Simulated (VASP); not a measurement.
# HfTi4Si (F-43m) in VASP: a series of runs

The runs below take HfTi4Si through single point, relaxation of cell and atoms, with PBE.

Everything below comes from runs of VASP 6.6.1. Logs are shortened: lines on timing, memory, paths and dates and some standing lists are left out, and cuts for length are marked.

**1. The cell of the first run**

It takes space group F-43m (No. 216, cubic). Conventional cell: a = 6.936 Å, b = 6.936 Å, c = 6.936 Å, α = 90.00°, β = 90.00°, γ = 90.00°. Hf (site symmetry -43m) has 12 Ti at 2.88 Å and 4 Si at 3.00 Å within 3.8 Å. Within 3.2 Å of Ti (site symmetry 3m) lie 6 Ti at 2.44 to 2.47 Å and 3 Si at 2.87 Å and 3 Hf at 2.88 Å. Within 3.8 Å of Si (site symmetry -43m) lie 12 Ti at 2.87 Å and 4 Hf at 3.00 Å.

The cell was built from a structure type or drawn by symmetry, and may not be a known phase.

**2. Single point, PBE**

File INCAR:

```
SYSTEM = HfTi4Si
PREC = Accurate ; ENCUT = 520
EDIFF = 1E-6 ; ISMEAR = 0
SIGMA = 0.1 ; LREAL = .False.
LASPH = .True. ; NELM = 80
ALGO = Normal ; ISIF = 2
LWAVE = .False. ; LCHARG = .True.
GGA = PE ; LELF = .True.
LVHAR = .True. ; NBANDS = 40
```

File KPOINTS:

```
regular mesh
0
Gamma
  4 4 4
  0 0 0
```

File POSCAR:

```
HfTi4Si
1.0
    0.0000000000      3.4681120400      3.4681120400
    3.4681120400      0.0000000000      3.4681120400
    3.4681120400      3.4681120400      0.0000000000
Hf Ti Si
1 4 1
Direct
    0.0000000000      0.0000000000      0.0000000000
    0.8727561500      0.3757479500      0.3757479500
    0.3757479500      0.3757479500      0.3757479500
    0.3757479500      0.8727561500      0.3757479500
    0.3757479500      0.3757479500      0.8727561500
    0.7500000000      0.7500000000      0.7500000000
```

Potentials or basis: VASP PAW PBE potentials, release 64 (Hf_pv, Ti_sv, Si).

Run with:

```bash
cat potpaw_PBE.64/Hf_pv/POTCAR potpaw_PBE.64/Ti_sv/POTCAR potpaw_PBE.64/Si/POTCAR > POTCAR
mpirun -np 1 vasp_std > vasp.out
```

OUTCAR:

```text
SYSTEM = HfTi4Si
   PREC = Accurate
   ENCUT = 520
   EDIFF = 1E-6
   ISMEAR = 0
   LREAL = .False.
   LASPH = .True.
   NELM = 80
   ISIF = 2
   GGA = PE

 ion  position               nearest neighbor table
   1  0.000  0.000  0.000-   2 2.88   4 2.88   5 2.88   3 2.88   3 2.88   3 2.88   2 2.88   2 2.88
                             4 2.88   4 2.88   5 2.88   5 2.88   6 3.00   6 3.00   6 3.00   6 3.00
   2  0.873  0.376  0.376-   3 2.44   4 2.44   5 2.44   3 2.47   5 2.47   4 2.47   6 2.87   6 2.87
                             6 2.87   1 2.88   1 2.88   1 2.88
   3  0.376  0.376  0.376-   2 2.44   4 2.44   5 2.44   5 2.47   4 2.47   2 2.47   6 2.87   6 2.87
                             6 2.87   1 2.88   1 2.88   1 2.88
   4  0.376  0.873  0.376-   2 2.44   3 2.44   5 2.44   5 2.47   3 2.47   2 2.47   6 2.87   6 2.87
                             6 2.87   1 2.88   1 2.88   1 2.88
   5  0.376  0.376  0.873-   2 2.44   3 2.44   4 2.44   3 2.47   4 2.47   2 2.47   6 2.87   6 2.87
                             6 2.87   1 2.88   1 2.88   1 2.88
   6  0.750  0.750  0.750-   4 2.87   5 2.87   2 2.87   5 2.87   2 2.87   4 2.87   3 2.87   3 2.87
                             3 2.87   2 2.87   4 2.87   5 2.87   1 3.00   1 3.00   1 3.00   1 3.00

  LATTYP: Found a face centered cubic cell.
 ALAT       =     6.9362240800

  Lattice vectors:

 A1 = (   0.0000000000,   3.4681120400,   3.4681120400)
 A2 = (   3.4681120400,   0.0000000000,   3.4681120400)
 A3 = (   3.4681120400,   3.4681120400,   0.0000000000)

Analysis of symmetry for initial positions (statically):
=====================================================================
 Subroutine PRICEL returns:
 Original cell was already a primitive cell.

 Routine SETGRP: Setting up the symmetry group for a
 face centered cubic supercell.

 Subroutine GETGRP returns: Found 24 space group operations
 (whereof 24 operations were pure point group operations)
 out of a pool of 48 trial point group operations.

The static configuration has the point symmetry T_d .

Analysis of symmetry for dynamics (positions and initial velocities):
=====================================================================
 Subroutine PRICEL returns:
 Original cell was already a primitive cell.

 Routine SETGRP: Setting up the symmetry group for a
 face centered cubic supercell.

 Subroutine GETGRP returns: Found 24 space group operations
 (whereof 24 operations were pure point group operations)
 out of a pool of 48 trial point group operations.

The dynamic configuration has the point symmetry T_d .

 Subroutine INISYM returns: Found 24 space group operations
[... 91 lines left out ...]
   NSW    =      0    number of steps for IOM
   IBRION =     -1    ionic relax: 0-MD 1-quasi-New 2-CG
   NFREE  =      0    steps in history (QN), initial steepest desc. (CG)
   ISIF   =      2    stress and relaxation
   ISYM   =      2    0-nonsym 1-usesym 2-fastsym
   POTIM  = 0.5000    time-step for ionic-motion
   TEBEG  =    0.0;   TEEND  =   0.0 temperature during run
   PSTRESS=    0.0 pullay stress
   NELECT =      62.0000    total number of electrons
   NUPDOWN=      -1.0000    fix difference up-down
   EMIN   =  10.00;   EMAX   =-10.00  energy-range for DOS
   EFERMI =   0.00;   METHOD = LEGACY
   ISMEAR =     0;   SIGMA  =   0.10  broadening in eV -4-tet -1-fermi 0-gaus
   EFERMI_NEDOS =   21; number of points for ismear=-14 and -15
   IALGO  =     38    algorithm
   IMIX   =      4    mixing-type and parameters
     AMIX     =   0.40;   BMIX     =  1.00
     AMIX_MAG =   1.60;   BMIX_MAG =  1.00
  volume/ion in A,a.u.               =      13.90        93.83
  Fermi-wavevector in a.u.,A,eV,Ry     =   1.482867  2.802213 29.917787  2.198895
  Thomas-Fermi vector in A             =   2.596600
   LORBIT       =      0    0 simple, 1 ext, 2 COOP (PROOUT), +10 PAW based schemes
   GGA     = PE    functional components
   LHFCALC =     F    Hartree Fock is set to
   AEXX    =    0.0000 exact exchange contribution
   IVDW    =     0    specifies the selected vdW correction
   LEPSILON=     F    determine dielectric tensor
   LRPA    =     F    only Hartree local field effects (RPA)
 non-spin polarized calculation
 Gauss-broadening in eV      SIGMA  =   0.10
  energy-cutoff  :      520.00
  volume of cell :       83.43
 maximum number of plane-waves:      2272
   NGX = 19   NGY = 19   NGZ = 19

 number of electron      61.9999984 magnetization

 Free energy of the ion-electron system (eV)
  ---------------------------------------------------
  ext. energy  EPLUGINS =         0.00000000
  ---------------------------------------------------
  free energy    TOTEN  =       -43.76538112 eV

  energy without entropy =      -43.72771044  energy(sigma->0) =      -43.74654578

 E-fermi :  10.3018     XC(G=0): -12.5253

 val. band max:       10.2802090278   @ k =   0.2500   0.0000   0.0000
 cond. band min:      10.3597399757   @ k =   0.5000   0.0000   0.0000
 fundamental gap:      0.0795309479
 Fermi energy:        10.3018138584

 k-point     1 :       0.0000    0.0000    0.0000
  band No.  band energies     occupation
      1     -45.8050      2.00000
      2     -45.2687      2.00000
      3     -45.2687      2.00000
      4     -45.2687      2.00000
      5     -23.5353      2.00000
      6     -22.4717      2.00000
[... 333 lines left out ...]
     39      12.5235      0.00000
     40      14.0836      0.00000

------------------------ aborting loop because EDIFF is reached ----------------------------------------

  FORCE on cell =-STRESS in cart. coord.  units (eV):
  Direction    XX          YY          ZZ          XY          YZ          ZX
  --------------------------------------------------------------------------------------
  -------------------------------------------------------------------------------------
  Total       17.3400983     17.3400983     17.3400983      0.0000000      0.0000000      0.0000000
  in kB      333.0065573    333.0065573    333.0065573      0.0000000      0.0000000      0.0000000
  external PRESSURE =     333.0065573 kB  Pullay stress =       0.0000000 kB

 VOLUME and BASIS-vectors are now :
 -----------------------------------------------------------------------------
  energy-cutoff  :      520.00
  volume of cell :       83.43
      direct lattice vectors                 reciprocal lattice vectors
     0.000000000  3.468112040  3.468112040    -0.144170659  0.144170659  0.144170659
     3.468112040  0.000000000  3.468112040     0.144170659 -0.144170659  0.144170659
     3.468112040  3.468112040  0.000000000     0.144170659  0.144170659 -0.144170659

 POSITION                                       TOTAL-FORCE (eV/Angst)
 -----------------------------------------------------------------------------------
      0.00000      0.00000      0.00000        -0.000000     -0.000000      0.000000
      2.60627      4.32995      4.32995        -0.632175      0.632175      0.632175
      2.60627      2.60627      2.60627        -0.632175     -0.632175     -0.632175
      4.32995      2.60627      4.32995         0.632175     -0.632175      0.632175
      4.32995      4.32995      2.60627         0.632175      0.632175     -0.632175
      5.20217      5.20217      5.20217        -0.000000     -0.000000      0.000000
 -----------------------------------------------------------------------------------
    total drift:                               -0.000000     -0.000000      0.000000

  FREE ENERGIE OF THE ION-ELECTRON SYSTEM (eV)
  ---------------------------------------------------
  free  energy   TOTEN  =       -43.7653811160 eV

  energy  without entropy=      -43.7277104440  energy(sigma->0) =      -43.74654578
```

It took 74 s on 1 thread of Intel Xeon 8259CL, shared host; peak memory 0.21 GiB.

Results:

```yaml
Free_energy: -43.7654 eV
Pressure: 33.3 GPa
Largest_force: 1.095 eV/Å
Band_gap_on_the_k_mesh: zero (bands 31 and 32 overlap by 0.84 eV)
```

Forces in eV/Å, atoms in the order of the input:
```
Hf   0.000  0.000  0.000
Ti  -0.632  0.632  0.632
Ti  -0.632 -0.632 -0.632
Ti   0.632 -0.632  0.632
Ti   0.632  0.632 -0.632
Si   0.000  0.000  0.000
```

Levels at points of the mesh, in eV from the Fermi level:
```csv
k point,band 28,band 29,band 30,band 31,band 32,band 33
"(0.00, 0.00, 0.00)",-0.74,-0.74,0.18,0.71,0.71,0.71
"(0.50, 0.00, 0.00)",-0.64,-0.64,0.06,0.06,0.09,0.47
"(0.50, 0.50, 0.00)",-1.01,-0.79,-0.50,0.14,0.20,0.20
```

Caveat: the k points lie up to 0.39 Å⁻¹ apart, too coarse for converged energies and pressures of a metal; spin-orbit coupling is left out, which moves the levels of the heavy elements; forces of over 1 eV/Å act on the atoms, so gaps and moduli don't describe the material at rest.

**3. Single point, PBE**

This run uses another cell than the first one, of 17.51 Å³/atom.

File INCAR:

```
ALGO = Normal ; EDIFF = 1E-7
ENCUT = 520 ; GGA = PE
ISIF = 2 ; ISMEAR = 0
LASPH = T ; LCHARG = F
LREAL = F ; LWAVE = F
NBANDS = 40 ; NELM = 100
PREC = Accurate ; SIGMA = 0.1
```

File KPOINTS:

```
k-points
0
Gamma
  4 4 4
```

File POSCAR:

```
HfTi4Si
1.0
    0.0000000000      3.7449938699      3.7449938699
    3.7449938699      0.0000000000      3.7449938699
    3.7449938699      3.7449938699      0.0000000000
Hf Ti Si
1 4 1
Direct
    0.0000000000      0.0000000000      0.0000000000
    0.8837631198      0.3720789601      0.3720789601
    0.3720789601      0.3720789601      0.3720789601
    0.3720789601      0.8837631198      0.3720789601
    0.3720789601      0.3720789601      0.8837631198
    0.7500000000      0.7500000000      0.7500000000
```

Potentials or basis: VASP PAW PBE potentials, release 64 (Hf_pv, Ti_sv, Si).

Run with:

```bash
cat potpaw_PBE.64/Hf_pv/POTCAR potpaw_PBE.64/Ti_sv/POTCAR potpaw_PBE.64/Si/POTCAR > POTCAR
mpirun -np 1 vasp_std > vasp.out
```

Wall time 69 s (1 thread of Intel Xeon 8259CL, shared host); peak memory 0.25 GiB.

Results (log left out):

```yaml
Free_energy: -45.7228 eV
Pressure: -0.2 GPa
Largest_force: 0.008 eV/Å
Band_gap_on_the_k_mesh: zero (bands 31 and 32 overlap by 0.38 eV)
```

Forces in eV/Å, atoms in the order of the input:
```
Hf   0.000  0.000  0.000
Ti   0.005 -0.005 -0.005
Ti   0.005  0.005  0.005
Ti  -0.005  0.005 -0.005
Ti  -0.005 -0.005  0.005
Si   0.000  0.000  0.000
```

Levels at points of the mesh, in eV from the Fermi level:
| k point | band 28 | band 29 | band 30 | band 31 | band 32 | band 33 | band 34 | band 35 |
| --- | --- | --- | --- | --- | --- | --- | --- | --- |
| (0.00, 0.00, 0.00) | -0.91 | -0.48 | -0.48 | 0.18 | 0.18 | 0.18 | 0.70 | 0.70 |
| (0.50, 0.00, 0.00) | -0.60 | -0.60 | 0.04 | 0.08 | 0.10 | 0.10 | 0.50 | 0.50 |
| (0.50, 0.50, 0.00) | -1.01 | -0.73 | -0.30 | -0.03 | 0.26 | 0.49 | 0.49 | 0.80 |

Caveat: the k points lie up to 0.36 Å⁻¹ apart; spin-orbit coupling is left out, which moves the levels of the heavy elements.

**4. Relaxation of cell and atoms, PBE**

File INCAR:

```
PREC = Accurate ; ENCUT = 600
EDIFF = 1E-6 ; ISMEAR = 0
SIGMA = 0.1 ; LREAL = F
LASPH = T ; NELM = 80
ALGO = Normal ; ISIF = 3
LWAVE = F ; LCHARG = F
GGA = PE ; IBRION = 2
NSW = 90 ; EDIFFG = -0.04
```

File KPOINTS:

```
regular mesh
0
Gamma
  4 4 4
```

File POSCAR:

```
HfTi4Si
1.0
    0.0000000000      3.4681120400      3.4681120400
    3.4681120400      0.0000000000      3.4681120400
    3.4681120400      3.4681120400      0.0000000000
Hf Ti Si
1 4 1
Direct
    0.0000000000      0.0000000000      0.0000000000
    0.8727561500      0.3757479500      0.3757479500
    0.3757479500      0.3757479500      0.3757479500
    0.3757479500      0.8727561500      0.3757479500
    0.3757479500      0.3757479500      0.8727561500
    0.7500000000      0.7500000000      0.7500000000
```

Run with:

```bash
cat potpaw_PBE.64/Hf_pv/POTCAR potpaw_PBE.64/Ti_sv/POTCAR potpaw_PBE.64/Si/POTCAR > POTCAR
mpirun -np 1 vasp_std > vasp.out
```

Wall time 4.5 min (1 thread of Intel Xeon 8259CL, shared host); peak memory 0.27 GiB.

Results (log left out):

* Free energy: -45.7157 eV
* Relaxed volume: 17.43 Å³/atom
* Relaxed cell: a = 5.289 Å, b = 5.289 Å, c = 5.289 Å, α = 60.00°, β = 60.00°, γ = 60.00°
* Space group after relaxing (to 0.1 Å): F-43m (No. 216)
* Energy gained by relaxing: 325.2 meV/atom
* Ionic steps: 5
* Pressure after relaxing: 0.1 GPa
* Band gap on the k mesh: zero (bands 31 and 32 overlap by 0.39 eV)

The path:
| step | energy change (eV) | largest force (eV/Å) | pressure (GPa) | volume (Å³) |
| --- | --- | --- | --- | --- |
| 1 | 0.0000 | 1.0947 | 33.28 | 83.43 |
| 2 | -1.2002 | 0.0020 | -11.57 | 123.39 |
| 3 | -1.9447 | 0.2567 | -0.49 | 105.31 |
| 4 | -1.9449 | 0.2693 | -0.08 | 104.83 |
| 5 | -1.9511 | 0.0008 | 0.14 | 104.60 |

Final structure:
```
CELL_PARAMETERS angstrom
0.00000 3.73969 3.73969
3.73969 0.00000 3.73969
3.73969 3.73969 0.00000
ATOMIC_POSITIONS crystal
Hf 0.00000 0.00000 0.00000
Ti 0.88365 0.37212 0.37212
Ti 0.37212 0.37212 0.37212
Ti 0.37212 0.88365 0.37212
Ti 0.37212 0.37212 0.88365
Si 0.75000 0.75000 0.75000
```

Levels at points of the mesh, in eV from the Fermi level:
```tsv
k point	band 29	band 30	band 31	band 32	band 33	band 34
(0.00, 0.00, 0.00)	-0.48	-0.48	0.19	0.19	0.19	0.70
(0.50, 0.00, 0.00)	-0.60	0.04	0.09	0.09	0.09	0.50
(0.50, 0.50, 0.00)	-0.73	-0.31	-0.03	0.26	0.48	0.48
```

Caveat: the k points lie up to 0.36 Å⁻¹ apart in the final cell; the volume moved by over 15 % at a fixed basis, so the end points are rough; spin-orbit coupling is left out, which moves the levels of the heavy elements.

**5. Summary**

| task | cell | cutoff (eV) | gap on the mesh (eV) | pressure (GPa) | largest force (eV/Å) |
| --- | --- | --- | --- | --- | --- |
| single point | a = 4.905 Å, angles 60.0°, 6 atoms, atomic positions A | 520 | none | 33.3 | 1.09 |
| single point | a = 5.296 Å, angles 60.0°, 6 atoms, atomic positions B | 520 | none | -0.2 | 0.01 |
| relaxation of cell and atoms | relaxed from a = 4.905 Å, angles 60.0°, 6 atoms, atomic positions A | 600 | none | 0.1 | - |

Alike in all rows: level PBE; potentials or basis VASP PAW PBE potentials, release 64 (Hf_pv, Ti_sv, Si); no spin polarisation; k mesh 4 × 4 × 4; smearing gaussian 0.1 eV.

Caveats: all runs use coarse meshes; spin-orbit coupling is left out, which moves the levels of the heavy elements; forces of over 1 eV/Å act on the atoms, so gaps and moduli don't describe the material at rest (at least some runs); the volume moved by over 15 % at a fixed basis, so the end points are rough (at least some runs).

Absolute energies hang on the potentials; compare differences alone.
